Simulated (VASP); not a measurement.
# N (P2_13) in VASP: further runs

Runs on N. Level: PBEsol. Tasks: single point.

Everything below comes from runs of VASP 6.6.1. Logs are shortened: lines on timing, memory, paths and dates and some standing lists are left out, and cuts for length are marked.

**1. The cell of the first run**

Symmetry: P2_13, No. 198, cubic system. The conventional cell has a = 5.611 Å, b = 5.611 Å, c = 5.611 Å, α = 90.00°, β = 90.00°, γ = 90.00°. Within 4.9 Å of N (site symmetry 3) lie 12 N at 3.75 to 4.23 Å.

**2. Single point, PBEsol (44.17 Å³/atom)**

INCAR reads:

```
  PREC = Accurate
  ENCUT = 520
  EDIFF = 1E-7
  ISMEAR = -1
  SIGMA = 0.02
  LREAL = False
  LASPH = True
  NELM = 80
  ALGO = Normal
  ISIF = 2
  LWAVE = False
  LCHARG = False
  GGA = PS
  NBANDS = 18
```

KPOINTS reads:

```
regular mesh
0
Gamma
  4 4 4
```

POSCAR reads:

```
N
1.0
    5.6110861060      0.0000000000      0.0000000000
    0.0000000000      5.6110861060      0.0000000000
    0.0000000000      0.0000000000      5.6110861060
N
4
Direct
    0.0300000000      0.0300000000      0.0300000000
    0.4700000000      0.9700000000      0.5300000000
    0.5300000000      0.4700000000      0.9700000000
    0.9700000000      0.5300000000      0.4700000000
```

Potentials or basis: VASP PAW PBE potentials, release 64 (N).

On the command line:

```
cat potpaw_PBE.64/N/POTCAR > POTCAR
mpirun -np 1 vasp_std > vasp.out
```

OUTCAR:

```text
PREC = Accurate
   ENCUT = 520
   EDIFF = 1E-7
   ISMEAR = -1
   LREAL = False
   LASPH = True
   NELM = 80
   ISIF = 2
   GGA = PS

 ion  position               nearest neighbor table
   1  0.030  0.030  0.030-
   2  0.470  0.970  0.530-
   3  0.530  0.470  0.970-
   4  0.970  0.530  0.470-

  LATTYP: Found a simple cubic cell.
 ALAT       =     5.6110861060

  Lattice vectors:

 A1 = (   5.6110861060,   0.0000000000,   0.0000000000)
 A2 = (   0.0000000000,   5.6110861060,   0.0000000000)
 A3 = (   0.0000000000,   0.0000000000,   5.6110861060)

Analysis of symmetry for initial positions (statically):
=====================================================================
 Subroutine PRICEL returns:
 Original cell was already a primitive cell.

 Routine SETGRP: Setting up the symmetry group for a
 simple cubic supercell.

 Subroutine GETGRP returns: Found 12 space group operations
 (whereof  3 operations were pure point group operations)
 out of a pool of 48 trial point group operations.

The static configuration has the point symmetry C_3 .
 The point group associated with its full space group is T   .

Analysis of symmetry for dynamics (positions and initial velocities):
=====================================================================
 Subroutine PRICEL returns:
 Original cell was already a primitive cell.

 Routine SETGRP: Setting up the symmetry group for a
 simple cubic supercell.

 Subroutine GETGRP returns: Found 12 space group operations
 (whereof  3 operations were pure point group operations)
 out of a pool of 48 trial point group operations.

The dynamic configuration has the point symmetry C_3 .
 The point group associated with its full space group is T   .

 Subroutine INISYM returns: Found 12 space group operations
 (whereof  3 operations are pure point group operations),
 and found     1 'primitive' translations

----------------------------------------------------------------------------------------

                                     Primitive cell

  volume of cell :     176.6610

  direct lattice vectors                    reciprocal lattice vectors
     5.611086106  0.000000000  0.000000000     0.178218616  0.000000000  0.000000000
     0.000000000  5.611086106  0.000000000     0.000000000  0.178218616  0.000000000
     0.000000000  0.000000000  5.611086106     0.000000000  0.000000000  0.178218616

  length of vectors
     5.611086106  5.611086106  5.611086106     0.178218616  0.178218616  0.178218616

  position of ions in fractional coordinates (direct lattice)
     0.030000000  0.030000000  0.030000000
     0.470000000  0.970000000  0.530000000
     0.530000000  0.470000000  0.970000000
     0.970000000  0.530000000  0.470000000

  ion indices of the primitive-cell ions
   primitive index   ion index
                 1           1
                 2           2
                 3           3
                 4           4

----------------------------------------------------------------------------------------

 KPOINTS: regular mesh

Automatic generation of k-mesh.
 Grid dimensions read from file:
 generate k-points for:    4    4    4

 Generating k-lattice:

  Cartesian coordinates                     Fractional coordinates (reciprocal lattice)
     0.044554654  0.000000000  0.000000000     0.250000000  0.000000000  0.000000000
     0.000000000  0.044554654  0.000000000     0.000000000  0.250000000  0.000000000
     0.000000000  0.000000000  0.044554654     0.000000000  0.000000000  0.250000000

  Length of vectors
     0.044554654  0.044554654  0.044554654

  Shift w.r.t. Gamma in fractional coordinates (k-lattice)
     0.000000000  0.000000000  0.000000000

 Subroutine IBZKPT returns following result:
 ===========================================

 Found     11 irreducible k-points:

 Following reciprocal coordinates:
            Coordinates               Weight
  0.000000  0.000000  0.000000      1.000000
  0.250000  0.000000  0.000000      6.000000
  0.500000  0.000000  0.000000      3.000000
  0.250000  0.250000  0.000000     12.000000
  0.500000  0.250000  0.000000      6.000000
 -0.250000  0.500000  0.000000      6.000000
  0.500000  0.500000  0.000000      3.000000
  0.250000  0.250000  0.250000      8.000000
  0.500000  0.250000  0.250000     12.000000
  0.500000  0.500000  0.250000      6.000000
  0.500000  0.500000  0.500000      1.000000
   k-points           NKPTS =     11   k-points in BZ     NKDIM =     11   number of bands    NBANDS=     18
   number of dos      NEDOS =    301   number of ions     NIONS =      4
   total plane-waves  NPLWV =  74088
   dimension x,y,z NGX =    42 NGY =   42 NGZ =   42
   dimension x,y,z NGXF=    84 NGYF=   84 NGZF=   84
   ions per type =               4
   NGX,Y,Z   is equivalent  to a cutoff of  12.44, 12.44, 12.44 a.u.
   NGXF,Y,Z  is equivalent  to a cutoff of  24.89, 24.89, 24.89 a.u.
 SYSTEM =  unknown system
   PREC   = accura    normal or accurate (medium, high low for compatibility)
   ISTART =      0    job   : 0-new  1-cont  2-samecut
   ICHARG =      2    charge: 1-file 2-atom 10-const
   ISPIN  =      1    spin polarized calculation?
   LNONCOLLINEAR =      F non collinear calculations
   LSORBIT =      F    spin-orbit coupling
   LASPH  =      T    aspherical Exc in radial PAW
   ENCUT  =  520.0 eV  38.22 Ry    6.18 a.u.  10.43 10.43 10.43*2*pi/ulx,y,z
   NELM   =     80;   NELMIN=  2; NELMDL= -5     # of ELM steps
   EDIFF  = 0.1E-06   stopping-criterion for ELM
   LREAL  =      F    real-space projection
   EDIFFG = 0.1E-05   stopping-criterion for IOM
   NSW    =      0    number of steps for IOM
   IBRION =     -1    ionic relax: 0-MD 1-quasi-New 2-CG
   NFREE  =      0    steps in history (QN), initial steepest desc. (CG)
   ISIF   =      2    stress and relaxation
   ISYM   =      2    0-nonsym 1-usesym 2-fastsym
   POTIM  = 0.5000    time-step for ionic-motion
   TEBEG  =    0.0;   TEEND  =   0.0 temperature during run
   PSTRESS=    0.0 pullay stress
   NELECT =      20.0000    total number of electrons
   NUPDOWN=      -1.0000    fix difference up-down
   EMIN   =  10.00;   EMAX   =-10.00  energy-range for DOS
   EFERMI =   0.00;   METHOD = LEGACY
   ISMEAR =    -1;   SIGMA  =   0.02  broadening in eV -4-tet -1-fermi 0-gaus
   EFERMI_NEDOS =   21; number of points for ismear=-14 and -15
   IALGO  =     38    algorithm
   IMIX   =      4    mixing-type and parameters
     AMIX     =   0.40;   BMIX     =  1.00
     AMIX_MAG =   1.60;   BMIX_MAG =  1.00
  volume/ion in A,a.u.               =      44.17       298.04
  Fermi-wavevector in a.u.,A,eV,Ry     =   0.791962  1.496592  8.533635  0.627204
  Thomas-Fermi vector in A             =   1.897607
   LORBIT       =      0    0 simple, 1 ext, 2 COOP (PROOUT), +10 PAW based schemes
   GGA     = PS    functional components
   LHFCALC =     F    Hartree Fock is set to
   AEXX    =    0.0000 exact exchange contribution
   IVDW    =     0    specifies the selected vdW correction
   LEPSILON=     F    determine dielectric tensor
   LRPA    =     F    only Hartree local field effects (RPA)
 non-spin polarized calculation
  energy-cutoff  :      520.00
  volume of cell :      176.66
 maximum number of plane-waves:      4780
 NGX is ok and might be reduce to    42
   NGX = 21   NGY = 21   NGZ = 21

 number of electron      20.0000005 magnetization

 Free energy of the ion-electron system (eV)
  ---------------------------------------------------
  ext. energy  EPLUGINS =         0.00000000
  ---------------------------------------------------
  free energy    TOTEN  =        -2.65310147 eV

  energy without entropy =       -2.61564646  energy(sigma->0) =       -2.63437397

 E-fermi :  -5.4178     XC(G=0):  -5.1627

 val. band max:       -5.4187597134   @ k =   0.5000   0.5000   0.0000
 cond. band min:      -5.4119548557   @ k =   0.2500   0.2500   0.0000
 fundamental gap:      0.0068048577
 Fermi energy:        -5.4177531546

 k-point     1 :       0.0000    0.0000    0.0000
  band No.  band energies     occupation
      1     -17.0953      2.00000
      2     -16.8835      2.00000
      3     -16.8835      2.00000
      4     -16.8835      2.00000
      5      -5.9067      2.00000
      6      -5.9067      2.00000
[... 10 lines left out ...]
     17       1.0137      0.00000
     18       4.7105      0.00000

 k-point     2 :       0.2500    0.0000    0.0000
  band No.  band energies     occupation
      1     -17.0666      2.00000
      2     -16.9240      2.00000
      3     -16.8810      2.00000
      4     -16.8738      2.00000
      5      -5.8597      2.00000
      6      -5.8576      2.00000
[... 10 lines left out ...]
     17       1.4167      0.00000
     18       3.7294      0.00000

 k-point     3 :       0.5000    0.0000    0.0000
  band No.  band energies     occupation
      1     -16.9965      2.00000
      2     -16.9965      2.00000
      3     -16.8760      2.00000
      4     -16.8760      2.00000
      5      -5.7404      2.00000
      6      -5.7404      2.00000
[... 10 lines left out ...]
     17       2.4419      0.00000
     18       2.4419      0.00000

 k-point     4 :       0.2500    0.2500    0.0000
  band No.  band energies     occupation
      1     -17.0418      2.00000
      2     -16.9310      2.00000
      3     -16.8947      2.00000
      4     -16.8770      2.00000
      5      -5.8420      2.00000
      6      -5.7986      2.00000
[... 102 lines left out ...]
      4     -16.8997      2.00000
      5      -5.8985      2.00000
      6      -5.8985      2.00000
[... 10 lines left out ...]
     17       3.0345      0.00000
     18       3.0345      0.00000

 k-point    10 :       0.5000    0.5000    0.2500
  band No.  band energies     occupation
      1     -16.9540      2.00000
      2     -16.9540      2.00000
      3     -16.9158      2.00000
      4     -16.9158      2.00000
      5      -5.9463      2.00000
      6      -5.9463      2.00000
[... 10 lines left out ...]
     17       3.7462      0.00000
     18       3.7992      0.00000

 k-point    11 :       0.5000    0.5000    0.5000
  band No.  band energies     occupation
      1     -16.9343      2.00000
      2     -16.9343      2.00000
      3     -16.9343      2.00000
      4     -16.9343      2.00000
      5      -5.9985      2.00000
      6      -5.9985      2.00000
[... 10 lines left out ...]
     17       4.3090      0.00000
     18       4.3090      0.00000

------------------------ aborting loop because EDIFF is reached ----------------------------------------

  FORCE on cell =-STRESS in cart. coord.  units (eV):
  Direction    XX          YY          ZZ          XY          YZ          ZX
  --------------------------------------------------------------------------------------
  -------------------------------------------------------------------------------------
  Total       -4.8037536     -4.8037536     -4.8037536      0.0000000      0.0000000      0.0000000
  in kB      -43.5662826    -43.5662826    -43.5662826      0.0000000      0.0000000      0.0000000
  external PRESSURE =     -43.5662826 kB  Pullay stress =       0.0000000 kB

 VOLUME and BASIS-vectors are now :
 -----------------------------------------------------------------------------
  energy-cutoff  :      520.00
  volume of cell :      176.66
      direct lattice vectors                 reciprocal lattice vectors
     5.611086106  0.000000000  0.000000000     0.178218616  0.000000000  0.000000000
     0.000000000  5.611086106  0.000000000     0.000000000  0.178218616  0.000000000
     0.000000000  0.000000000  5.611086106     0.000000000  0.000000000  0.178218616

 POSITION                                       TOTAL-FORCE (eV/Angst)
 -----------------------------------------------------------------------------------
      0.16833      0.16833      0.16833         0.234289      0.234289      0.234289
      2.63721      5.44275      2.97388        -0.234289     -0.234289      0.234289
      2.97388      2.63721      5.44275         0.234289     -0.234289     -0.234289
      5.44275      2.97388      2.63721        -0.234289      0.234289     -0.234289
 -----------------------------------------------------------------------------------
    total drift:                                0.000000      0.000000      0.000000

  FREE ENERGIE OF THE ION-ELECTRON SYSTEM (eV)
  ---------------------------------------------------
  free  energy   TOTEN  =        -2.6531014746 eV

  energy  without entropy=       -2.6156464585  energy(sigma->0) =       -2.63437397
```

Run time: 43 s. Hardware: 1 thread of Intel Xeon 8259CL, shared host; peak memory 0.25 GiB.

What came out:

- Free energy: -2.6531 eV
- Pressure: -4.4 GPa
- Largest force: 0.406 eV/Å
- Band gap on the k mesh: zero (bands 10 and 11 overlap by 0.16 eV)

Forces in eV/Å, atoms in the order of the input:
```
N    0.234  0.234  0.234
N   -0.234 -0.234  0.234
N    0.234 -0.234 -0.234
N   -0.234  0.234 -0.234
```

Caveat: the cell stands under tension; the PAW data sets were made with another functional, which shifts forces and pressure a little.

[end of part 1 of 2]
